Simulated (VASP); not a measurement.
**Ba2Ho3Te: single point with PBE**

The system is Ba2Ho3Te.

```
Ba Ho Te
1.0
     6.62848    0.00000    0.00000
    -3.31424    5.74043    0.00000
     0.00000    0.00000   11.22899
Ba Ho Te
2 3 1
Direct
  0.00000 0.00000 0.22309
  0.00000 0.00000 0.77691
  0.50005 0.00000 0.00000
  0.00000 0.50005 0.00000
  0.49995 0.49995 0.00000
  0.00000 0.00000 0.50000
```

The cell was generated, and may not be a known phase.

| Quantity | Value |
| --- | --- |
| Program | VASP 6.6.1 |
| Task | single point |
| Functional | PBE |
| Potentials or basis | VASP PAW PBE potentials, release 64 (Ba_sv, Ho_3, Te), 4f in core |
| Cutoff | 500 eV |
| k mesh | 3 × 3 × 3 |
| Occupations | gaussian, width 0.2 eV |
| Spin | no spin polarisation |

```yaml
Pressure: 0.3 GPa
Largest_force: 0.101 eV/Å
Band_gap_on_the_k_mesh: zero (an odd number of electrons rules out a gap without spin polarisation)
```

Forces in eV/Å, atoms in the order of the input:
```
Ba   0.000  0.000 -0.101
Ba   0.000  0.000  0.101
Ho  -0.001  0.000  0.000
Ho   0.000  0.000  0.000
Ho   0.000  0.000  0.000
Te   0.000  0.000  0.000
```

Stress tensor (GPa, compression positive):
```
0.04 0.00 0.00
0.00 0.04 0.00
0.00 0.00 0.74
```

Levels at points of the mesh, in eV from the Fermi level:
| k point | band 23 | band 24 | band 25 | band 26 | band 27 | band 28 | band 29 | band 30 | band 31 | band 32 |
| --- | --- | --- | --- | --- | --- | --- | --- | --- | --- | --- |
| (0.00, 0.00, 0.00) | -0.83 | -0.46 | -0.37 | -0.37 | -0.18 | -0.16 | 0.26 | 0.26 | 1.36 | 1.36 |

Run time: 110 s on 1 thread of Intel(R) Xeon(R) Platinum 8488C (Sapphire Rapids), with other jobs on the host, peak memory 0.49 GiB.

Caveat: the k points lie up to 0.36 Å⁻¹ apart, too coarse for converged energies and pressures of a metal; spin-orbit coupling is left out, which moves the levels of the heavy elements; the 4f electrons are frozen in the core, so they carry no moment and show no levels. Spin polarisation is off, so any magnetic state and its effect on volume and gap are missing.
